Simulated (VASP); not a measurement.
Set up this calculation in VASP 6.6.1, as the native input.

```yaml
Task: single point
Functional: PBE
Potentials_or_basis: VASP PAW PBE potentials, release 64 (Co)
Cutoff: 520 eV
k_mesh: 18 × 18 × 10
Occupations: gaussian, width 0.05 eV
Spin: collinear spin, ferromagnetic start
Starting_moments: "[3.0, 3.0] μB"
Dipole_correction: no
Further_INCAR_settings: ALGO = Normal; EDIFF = 1e-06; NBANDS = 20
```

The structure of Co lies in POSCAR:

```
Co
1.0
    2.5074000000      0.0000000000      0.0000000000
   -1.2537000000      2.1714721000      0.0000000000
    0.0000000000      0.0000000000      4.0699000000
Co
2
Direct
    0.3333333300      0.6666666700      0.2500000000
    0.6666666700      0.3333333300      0.7500000000
```

One way to write it, as run:

INCAR

```
SYSTEM = Co
ALGO = Normal
EDIFF = 1E-6
ENCUT = 520
GGA = PE
ISIF = 2
ISMEAR = 0
ISPIN = 2
LASPH = .True.
LCHARG = .False.
LMAXMIX = 4
LORBIT = 11
LREAL = .False.
LWAVE = .False.
MAGMOM = 3 3
NBANDS = 20
NELM = 150
PREC = Accurate
SIGMA = 0.05
```

KPOINTS

```
k-points
0
Gamma
  18 18 10
  0 0 0
```

Potentials or basis: VASP PAW PBE potentials, release 64 (Co).

The run is started by

```bash
$ cat potpaw_PBE.64/Co/POTCAR > POTCAR
$ mpirun -np 1 vasp_std > vasp.out
```

It gave:

```yaml
Pressure: -5.1 GPa
Net_moment: 3.21 μB per cell
Site_moments: Co +1.63 μB
Valence_electrons_inside_the_program's_atomic_spheres: Co 8.23
```

It took 5.7 min on 1 thread of AMD EPYC 7R13, on a shared host, peak memory 0.22 GiB.
